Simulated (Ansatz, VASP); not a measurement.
# One calculation of GaSb, two programs

```
Ga Sb
1.0
     0.00000    3.06615    3.06615
     3.06615    0.00000    3.06615
     3.06615    3.06615    0.00000
Ga Sb
1 1
Direct
  0.00000 0.00000 0.00000
  0.25000 0.25000 0.25000
```

Alike in both runs: functional r2SCAN; k mesh 10 × 10 × 10; occupations gaussian, width 0.02 eV; no spin polarisation.

Ansatz relaxed the structure, and its values are those at the end. VASP's run is a single point on that final structure, the one shown.

```csv
,VASP,Ansatz
version,VASP 6.6.1,Ansatz 0.2.0
potentials or method,"VASP PAW PBE potentials, release 64 (Ga_d, Sb), cutoff 520 eV","scalar-relativistic, plane waves, PAW"
valence electrons in the cell,18,28
```

```tsv
	VASP	Ansatz	Ansatz less VASP
gap on the k mesh at the Fermi level (eV)	0.40	0.41	+0.016
least direct gap on the mesh (eV)	0.40	0.41	+0.016
pressure (GPa)	0.1	0.0	-0.09
```

VASP's potentials were made for PBE, not for r2SCAN. The functional is the same, so the differences come from potentials, cutoffs and numerics. VASP's potentials hold 18 valence electrons a cell and Ansatz's 28, so a difference there can come from the potentials and not from the codes.

Neither program's run includes spin-orbit coupling.
